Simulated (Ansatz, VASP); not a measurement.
BP in VASP and in Ansatz

Contents of INCAR:

```
SYSTEM = BP
PREC = Accurate ; ENCUT = 500
EDIFF = 1E-6 ; ISMEAR = 0
SIGMA = 0.1 ; LREAL = .FALSE.
LASPH = .TRUE. ; NELM = 120
ALGO = Normal ; ISIF = 2
LWAVE = .FALSE. ; LCHARG = .TRUE.
GGA = PE ; LELF = .TRUE.
LVHAR = .TRUE. ; NBANDS = 16
GGA_COMPAT = .FALSE.
```

Contents of KPOINTS:

```
regular mesh
0
G
  6 4 6
  0 0 0
```

POSCAR

```
BP
1.0
    3.2162589256      0.0000000000      0.0000000000
    0.0000000000      4.5484769927      0.0000000000
    0.0000000000      0.0000000000      3.2161806150
B P
2 2
Direct
    0.0000000000      0.0000000000      0.0000000000
    0.5000000000      0.5000000000      0.5000000000
    0.0000000000      0.2500000000      0.5000000000
    0.5000000000      0.7500000000      0.0000000000
```

Input for Ansatz:

```yaml
crystal:
  lattice:
    - [3.2162589256, 0.0, 0.0]
    - [0.0, 4.5484769927, 0.0]
    - [0.0, 0.0, 3.216180615]
  atoms:
    - { symbol: B, position: [0.0, 0.0, 0.0] }
    - { symbol: B, position: [0.5, 0.5, 0.5] }
    - { symbol: P, position: [0.0, 0.25, 0.5] }
    - { symbol: P, position: [0.5, 0.75, 0.0] }
basis:
  ecutwfc: 420
kpoints:
  mp_grid: { grid: [6, 4, 6] }
hamiltonian:
  xc: pbe
  pseudopotentials: { kind: paw }
scf:
  occupations: { method: gaussian, width: 0.1 }
output:
  forces: true
  stress: true
  eigenvalues: true
```

Alike in both runs: task single point; functional PBE; k mesh 6 × 4 × 6; occupations gaussian, width 0.1 eV; no spin polarisation.

|  | VASP | Ansatz |
| --- | --- | --- |
| version | VASP 6.6.1 | Ansatz 0.2.0 |
| potentials or method | VASP PAW PBE potentials, release 64 (B, P), cutoff 500 eV | scalar-relativistic, plane waves, PAW |
| valence electrons in the cell | 16 | 16 |

Ansatz gave:

* gap on the k mesh at the Fermi level (eV): 1.28
* least direct gap on the mesh (eV): 1.35

What did VASP give for the same quantities?

gap on the k mesh at the Fermi level (eV): 1.28; least direct gap on the mesh (eV): 1.34.

Ansatz's warnings: near symmetry operations not taken.
